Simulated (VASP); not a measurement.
# Si (Pm-3m) in VASP: further runs, part 2 of 2

VASP 6.6.1.

**4. Single point, r2SCAN (volume scaled by 0.96)**

The input, POSCAR:

```
Si
1.0
    2.4885586147      0.0000000000      0.0000000000
    0.0000000000      2.4885586147      0.0000000000
    0.0000000000      0.0000000000      2.4885586147
Si
1
Direct
    0.0000000000      0.0000000000      0.0000000000
```

The input, INCAR.step1:

```
SYSTEM = Si
ALGO     = Normal         ! electronic algorithm
EDIFF    = 1E-4           ! SCF threshold, eV
ENCUT    = 520            ! plane-wave cutoff, eV
GGA      = PE             ! functional
ISMEAR   = -1             ! smearing method
LASPH    = .True.         ! aspherical terms in the spheres
LCHARG   = .False.        ! write CHGCAR
LREAL    = .False.        ! projectors in reciprocal space
LWAVE    = .True.         ! write WAVECAR
NBANDS   = 8              ! bands
NELM     = 60             ! most SCF steps
PREC     = Accurate       ! precision mode
SIGMA    = 0.1            ! smearing width, eV
```

The input, INCAR.step2:

```
SYSTEM = Si
ALGO     = Normal         ! electronic algorithm
EDIFF    = 1E-6           ! SCF threshold, eV
ENCUT    = 520            ! plane-wave cutoff, eV
ISIF     = 2              ! what is computed and relaxed
ISMEAR   = -1             ! smearing method
ISTART   = 1            
LASPH    = .True.         ! aspherical terms in the spheres
LCHARG   = .False.        ! write CHGCAR
LMIXTAU  = .True.       
LREAL    = .False.        ! projectors in reciprocal space
LWAVE    = .False.        ! write WAVECAR
METAGGA  = R2SCAN         ! meta-GGA
NBANDS   = 8              ! bands
NELM     = 60             ! most SCF steps
PREC     = Accurate       ! precision mode
SIGMA    = 0.1            ! smearing width, eV
```

The input, KPOINTS:

```
k-points
0
Gamma
  14 14 14
  0 0 0
```

Potentials or basis: VASP PAW PBE potentials, release 64 (Si).

Launch:

```bash
$ cat potpaw_PBE.64/Si/POTCAR > POTCAR
$ cp INCAR.step1 INCAR
$ mpirun -np 1 vasp_std > vasp.out
$ cp INCAR.step2 INCAR
$ mpirun -np 1 vasp_std > vasp.out
```

OUTCAR:

```text
SYSTEM = Si
   EDIFF = 1E-6
   ENCUT = 520
   ISIF = 2
   ISMEAR = -1
   ISTART = 1
   LASPH = .True.
   LREAL = .False.
   METAGGA = R2SCAN
   NELM = 60
   PREC = Accurate

 ion  position               nearest neighbor table
   1  0.000  0.000  0.000-

  LATTYP: Found a simple cubic cell.
 ALAT       =     2.4885586147

  Lattice vectors:

 A1 = (   2.4885586147,   0.0000000000,   0.0000000000)
 A2 = (   0.0000000000,   2.4885586147,   0.0000000000)
 A3 = (   0.0000000000,   0.0000000000,   2.4885586147)

Analysis of symmetry for initial positions (statically):
=====================================================================
 Subroutine PRICEL returns:
 Original cell was already a primitive cell.

 Routine SETGRP: Setting up the symmetry group for a
 simple cubic supercell.

 Subroutine GETGRP returns: Found 48 space group operations
 (whereof 48 operations were pure point group operations)
 out of a pool of 48 trial point group operations.

The static configuration has the point symmetry O_h .

Analysis of symmetry for dynamics (positions and initial velocities):
=====================================================================
 Subroutine PRICEL returns:
 Original cell was already a primitive cell.

 Routine SETGRP: Setting up the symmetry group for a
 simple cubic supercell.

 Subroutine GETGRP returns: Found 48 space group operations
 (whereof 48 operations were pure point group operations)
 out of a pool of 48 trial point group operations.

The dynamic configuration has the point symmetry O_h .

 Subroutine INISYM returns: Found 48 space group operations
 (whereof 48 operations are pure point group operations),
 and found     1 'primitive' translations

----------------------------------------------------------------------------------------

                                     Primitive cell

  volume of cell :      15.4115

  direct lattice vectors                    reciprocal lattice vectors
     2.488558615  0.000000000  0.000000000     0.401839038  0.000000000  0.000000000
     0.000000000  2.488558615  0.000000000     0.000000000  0.401839038  0.000000000
     0.000000000  0.000000000  2.488558615     0.000000000  0.000000000  0.401839038

  length of vectors
     2.488558615  2.488558615  2.488558615     0.401839038  0.401839038  0.401839038

  position of ions in fractional coordinates (direct lattice)
     0.000000000  0.000000000  0.000000000

  ion indices of the primitive-cell ions
   primitive index   ion index
                 1           1

----------------------------------------------------------------------------------------

 KPOINTS: k-points

Automatic generation of k-mesh.
 Grid dimensions read from file:
 generate k-points for:   14   14   14

 Generating k-lattice:

  Cartesian coordinates                     Fractional coordinates (reciprocal lattice)
     0.028702788  0.000000000  0.000000000     0.071428571  0.000000000  0.000000000
     0.000000000  0.028702788  0.000000000     0.000000000  0.071428571  0.000000000
     0.000000000  0.000000000  0.028702788     0.000000000  0.000000000  0.071428571

  Length of vectors
     0.028702788  0.028702788  0.028702788

  Shift w.r.t. Gamma in fractional coordinates (k-lattice)
     0.000000000  0.000000000  0.000000000

 Subroutine IBZKPT returns following result:
 ===========================================

 Found    120 irreducible k-points:

 Following reciprocal coordinates:
            Coordinates               Weight
  0.000000  0.000000  0.000000      1.000000
  0.071429  0.000000  0.000000      6.000000
  0.142857  0.000000  0.000000      6.000000
  0.214286  0.000000  0.000000      6.000000
  0.285714  0.000000  0.000000      6.000000
  0.357143  0.000000  0.000000      6.000000
[... 16 lines left out ...]
  0.285714  0.214286  0.000000     24.000000
  0.357143  0.214286  0.000000     24.000000
 [... further k-points ...]
   k-points           NKPTS =    120   k-points in BZ     NKDIM =    120   number of bands    NBANDS=      8
   number of dos      NEDOS =    301   number of ions     NIONS =      1
   total plane-waves  NPLWV =   8000
   dimension x,y,z NGX =    20 NGY =   20 NGZ =   20
   dimension x,y,z NGXF=    40 NGYF=   40 NGZF=   40
   ions per type =               1
   NGX,Y,Z   is equivalent  to a cutoff of  13.36, 13.36, 13.36 a.u.
   NGXF,Y,Z  is equivalent  to a cutoff of  26.72, 26.72, 26.72 a.u.
 SYSTEM =  Si
   PREC   = accura    normal or accurate (medium, high low for compatibility)
   ISTART =      1    job   : 0-new  1-cont  2-samecut
   ICHARG =      0    charge: 1-file 2-atom 10-const
   ISPIN  =      1    spin polarized calculation?
   LNONCOLLINEAR =      F non collinear calculations
   LSORBIT =      F    spin-orbit coupling
   LASPH  =      T    aspherical Exc in radial PAW
   ENCUT  =  520.0 eV  38.22 Ry    6.18 a.u.   4.63  4.63  4.63*2*pi/ulx,y,z
   NELM   =     60;   NELMIN=  2; NELMDL=  0     # of ELM steps
   EDIFF  = 0.1E-05   stopping-criterion for ELM
   LREAL  =      F    real-space projection
[... 7 lines left out ...]
   TEBEG  =    0.0;   TEEND  =   0.0 temperature during run
   PSTRESS=    0.0 pullay stress
   NELECT =       4.0000    total number of electrons
   NUPDOWN=      -1.0000    fix difference up-down
   EMIN   =  10.00;   EMAX   =-10.00  energy-range for DOS
   EFERMI =   0.00;   METHOD = LEGACY
   ISMEAR =    -1;   SIGMA  =   0.10  broadening in eV -4-tet -1-fermi 0-gaus
   EFERMI_NEDOS =   21; number of points for ismear=-14 and -15
   IALGO  =     38    algorithm
   IMIX   =      4    mixing-type and parameters
     AMIX     =   0.40;   BMIX     =  1.00
     AMIX_MAG =   1.60;   BMIX_MAG =  1.00
  volume/ion in A,a.u.               =      15.41       104.00
  Fermi-wavevector in a.u.,A,eV,Ry     =   1.044272  1.973388 14.837207  1.090504
  Thomas-Fermi vector in A             =   2.179017
   LORBIT       =      0    0 simple, 1 ext, 2 COOP (PROOUT), +10 PAW based schemes
   METAGGA = R2SCAN    functional components
   LHFCALC =     F    Hartree Fock is set to
   AEXX    =    0.0000 exact exchange contribution
   IVDW    =     0    specifies the selected vdW correction
   LEPSILON=     F    determine dielectric tensor
   LRPA    =     F    only Hartree local field effects (RPA)
 non-spin polarized calculation
  energy-cutoff  :      520.00
  volume of cell :       15.41
 maximum number of plane-waves:       437
 NGX is ok and might be reduce to    20
   NGX =  9   NGY =  9   NGZ =  9

 number of electron       4.0000000 magnetization

 Free energy of the ion-electron system (eV)
  ---------------------------------------------------
  ext. energy  EPLUGINS =         0.00000000
  ---------------------------------------------------
  free energy    TOTEN  =        -8.29336310 eV

  energy without entropy =       -8.28172889  energy(sigma->0) =       -8.28754599

 E-fermi :   8.9904     XC(G=0): -11.3906

 val. band max:        8.8609880418   @ k =   0.5000   0.4286   0.2857
 cond. band min:       9.0375856263   @ k =   0.5000   0.5000   0.4286
 fundamental gap:      0.1765975845
 Fermi energy:         8.9904055812

 k-point     1 :       0.0000    0.0000    0.0000
  band No.  band energies     occupation
      1      -5.4878      2.00000
      2      16.7219      0.00000
      3      16.7219      0.00000
      4      17.4187      0.00000
      5      17.4187      0.00000
      6      17.4187      0.00000
      7      26.8101      0.00000
      8      35.8588      0.00000

 k-point     2 :       0.0714    0.0000    0.0000
  band No.  band energies     occupation
      1      -5.3636      2.00000
      2      14.3795      0.00000
      3      16.8226      0.00000
      4      17.5225      0.00000
      5      17.5225      0.00000
      6      19.6004      0.00000
      7      27.2345      0.00000
      8      34.9499      0.00000

 k-point     3 :       0.1429    0.0000    0.0000
  band No.  band energies     occupation
      1      -4.9920      2.00000
      2      11.7350      0.00000
      3      17.1189      0.00000
      4      17.8325      0.00000
      5      17.8325      0.00000
      6      21.7027      0.00000
      7      28.5340      0.00000
      8      33.0004      0.00000
[... 210 lines left out ...]
 k-point    23 :       0.2857    0.2143    0.0000
  band No.  band energies     occupation
      1      -2.4209      2.00000
      2       7.6548      2.00000
      3      11.3556      0.00000
      4      19.9519      0.00000
      5      20.7894      0.00000
      6      23.9164      0.00000
      7      29.4543      0.00000
      8      30.2243      0.00000

 k-point    24 :       0.3571    0.2143    0.0000
  band No.  band energies     occupation
      1      -1.3525      2.00000
      2       5.5968      2.00000
      3      12.1502      0.00000
      4      19.3661      0.00000
      5      20.7974      0.00000
      6      24.2628      0.00000
      7      27.6379      0.00000
      8      30.6019      0.00000

 [... further k-points ...]
[... 5 lines left out ...]
  --------------------------------------------------------------------------------------
  -------------------------------------------------------------------------------------
  Total        0.5030648      0.5030648      0.5030648      0.0000000      0.0000000      0.0000000
  in kB       52.2986986     52.2986986     52.2986986      0.0000000      0.0000000      0.0000000
  external PRESSURE =      52.2986986 kB  Pullay stress =       0.0000000 kB

 VOLUME and BASIS-vectors are now :
 -----------------------------------------------------------------------------
  energy-cutoff  :      520.00
  volume of cell :       15.41
      direct lattice vectors                 reciprocal lattice vectors
     2.488558615  0.000000000  0.000000000     0.401839038  0.000000000  0.000000000
     0.000000000  2.488558615  0.000000000     0.000000000  0.401839038  0.000000000
     0.000000000  0.000000000  2.488558615     0.000000000  0.000000000  0.401839038

 POSITION                                       TOTAL-FORCE (eV/Angst)
 -----------------------------------------------------------------------------------
      0.00000      0.00000      0.00000         0.000000      0.000000      0.000000
 -----------------------------------------------------------------------------------
    total drift:                               -0.000000      0.000000      0.000000

  FREE ENERGIE OF THE ION-ELECTRON SYSTEM (eV)
  ---------------------------------------------------
  free  energy   TOTEN  =        -8.2933630953 eV

  energy  without entropy=       -8.2817288866  energy(sigma->0) =       -8.28754599
```

Wall time 51 s (1 thread of Intel Xeon 8259CL, shared host); peak memory 0.13 GiB.

Results:

| Item | Value |
| --- | --- |
| Free energy | -8.2934 eV |
| Pressure | 5.2 GPa |
| Band gap on the k mesh | zero (band 2 reaches 16.72 eV, above the bottom of band 3 at 5.63 eV) |

Caveat: the cell differs from its parent crystal (volume scaled by 0.96); the PAW data sets were made with another functional, which shifts forces and pressure a little.

**5. Single point, r2SCAN**

This run uses another cell than the first one, of 16.05 Å³/atom, 1.136 times its volume.

The input, POSCAR:

```
Si
1.0
    2.5226526954      0.0000000000      0.0000000000
    0.0000000000      2.5226526954      0.0000000000
    0.0000000000      0.0000000000      2.5226526954
Si
1
Direct
    0.0000000000      0.0000000000      0.0000000000
```

The input, INCAR.step1:

```
PREC     = Accurate       # precision mode
ENCUT    = 520            # plane-wave cutoff, eV
ISMEAR   = -1             # smearing method
SIGMA    = 0.1            # smearing width, eV
LREAL    = False          # projectors in reciprocal space
LASPH    = True           # aspherical terms in the spheres
NELM     = 60             # most SCF steps
NBANDS   = 8              # bands
GGA      = PE             # functional
ALGO     = Normal         # electronic algorithm
EDIFF    = 1E-4           # SCF threshold, eV
LWAVE    = True           # write WAVECAR
LCHARG   = False          # write CHGCAR
```

The input, INCAR.step2:

```
PREC     = Accurate       # precision mode
ENCUT    = 520            # plane-wave cutoff, eV
EDIFF    = 1E-7           # SCF threshold, eV
ISMEAR   = -1             # smearing method
SIGMA    = 0.1            # smearing width, eV
LREAL    = False          # projectors in reciprocal space
LASPH    = True           # aspherical terms in the spheres
NELM     = 60             # most SCF steps
ALGO     = Normal         # electronic algorithm
ISIF     = 2              # what is computed and relaxed
LWAVE    = False          # write WAVECAR
LCHARG   = False          # write CHGCAR
METAGGA  = R2SCAN         # meta-GGA
LMIXTAU  = True         
NBANDS   = 8              # bands
ISTART   = 1
```

The input, KPOINTS:

```
Automatic mesh
0
Gamma
  14 14 14
```

Potentials or basis: VASP PAW PBE potentials, release 64 (Si).

Launch:

```bash
$ cat potpaw_PBE.64/Si/POTCAR > POTCAR
$ cp INCAR.step1 INCAR
$ mpirun -np 1 vasp_std > vasp.out
$ cp INCAR.step2 INCAR
$ mpirun -np 1 vasp_std > vasp.out
```

OUTCAR:

```text
PREC = Accurate
   ENCUT = 520
   EDIFF = 1E-7
   ISMEAR = -1
   LREAL = False
   LASPH = True
   NELM = 60
   ISIF = 2
   METAGGA = R2SCAN
   ISTART = 1

 ion  position               nearest neighbor table
   1  0.000  0.000  0.000-

  LATTYP: Found a simple cubic cell.
 ALAT       =     2.5226526954

  Lattice vectors:

 A1 = (   2.5226526954,   0.0000000000,   0.0000000000)
 A2 = (   0.0000000000,   2.5226526954,   0.0000000000)
[... 434 lines left out ...]
 k-point    24 :       0.3571    0.2143    0.0000
  band No.  band energies     occupation
      1      -1.6208      2.00000
      2       5.2103      2.00000
      3      11.5567      0.00000
      4      18.7265      0.00000
      5      19.8691      0.00000
      6      23.3735      0.00000
      7      26.7432      0.00000
      8      29.6220      0.00000

 [... further k-points ...]
[... 5 lines left out ...]
  --------------------------------------------------------------------------------------
  -------------------------------------------------------------------------------------
  Total        0.0457098      0.0457098      0.0457098     -0.0000000     -0.0000000     -0.0000000
  in kB        4.5619168      4.5619168      4.5619168     -0.0000000     -0.0000000     -0.0000000
  external PRESSURE =       4.5619168 kB  Pullay stress =       0.0000000 kB

 VOLUME and BASIS-vectors are now :
 -----------------------------------------------------------------------------
  energy-cutoff  :      520.00
  volume of cell :       16.05
      direct lattice vectors                 reciprocal lattice vectors
     2.522652695  0.000000000  0.000000000     0.396408115  0.000000000  0.000000000
     0.000000000  2.522652695  0.000000000     0.000000000  0.396408115  0.000000000
     0.000000000  0.000000000  2.522652695     0.000000000  0.000000000  0.396408115

 POSITION                                       TOTAL-FORCE (eV/Angst)
 -----------------------------------------------------------------------------------
      0.00000      0.00000      0.00000         0.000000      0.000000      0.000000
 -----------------------------------------------------------------------------------
    total drift:                               -0.000000     -0.000000      0.000000

  FREE ENERGIE OF THE ION-ELECTRON SYSTEM (eV)
  ---------------------------------------------------
  free  energy   TOTEN  =        -8.3044992508 eV

  energy  without entropy=       -8.2928293180  energy(sigma->0) =       -8.29866428
```

OSZICAR.step1:

```text
N       E                     dE             d eps       ncg     rms          rms(c)
DAV:   1    -0.239058475853E+01   -0.23906E+01   -0.17479E+03  2064   0.375E+02
DAV:   2    -0.506195388726E+01   -0.26714E+01   -0.25852E+01  2584   0.304E+01
DAV:   3    -0.508226431968E+01   -0.20310E-01   -0.20288E-01  2336   0.270E+00
DAV:   4    -0.508229312019E+01   -0.28801E-04   -0.28799E-04  2896   0.108E-01
DAV:   5    -0.508229316111E+01   -0.40926E-07   -0.41001E-07  2288   0.235E-03    0.271E+00
DAV:   6    -0.508299062414E+01   -0.69746E-03   -0.72910E-04  2336   0.167E-01    0.157E+00
DAV:   7    -0.508355697112E+01   -0.56635E-03   -0.21728E-03  2368   0.281E-01    0.149E-01
DAV:   8    -0.508360675215E+01   -0.49781E-04   -0.43460E-05  2408   0.452E-02
   1 F= -.50836068E+01 E0= -.50775305E+01  d E =-.121525E-01
```

It took 68 s on 1 thread of Intel Xeon 8259CL, shared host; peak memory 0.12 GiB.

Results:

```yaml
Free_energy: -8.3045 eV
Pressure: 0.5 GPa
Band_gap_on_the_k_mesh: zero (band 2 reaches 16.20 eV, above the bottom of band 3 at 5.24 eV)
```

Caveat: the PAW data sets were made with another functional, which shifts forces and pressure a little.

**6. Overview**

```tsv
cell	gap on the mesh (eV)	pressure (GPa)
a = 2.417 Å, 1 atom	none	18.4
a = 2.454 Å, 1 atom	none	11.1
a = 2.489 Å, 1 atom	none	5.2
a = 2.523 Å, 1 atom	none	0.5
```

Alike in all rows: task single point; level r2SCAN; potentials or basis VASP PAW PBE potentials, release 64 (Si); no spin polarisation; k mesh 14 × 14 × 14; cutoff (eV) 520; smearing fermi-dirac 0.1 eV.

Caveats: the PAW data sets were made with another functional, which shifts forces and pressure a little.

Absolute energies hang on the potentials; compare differences alone.
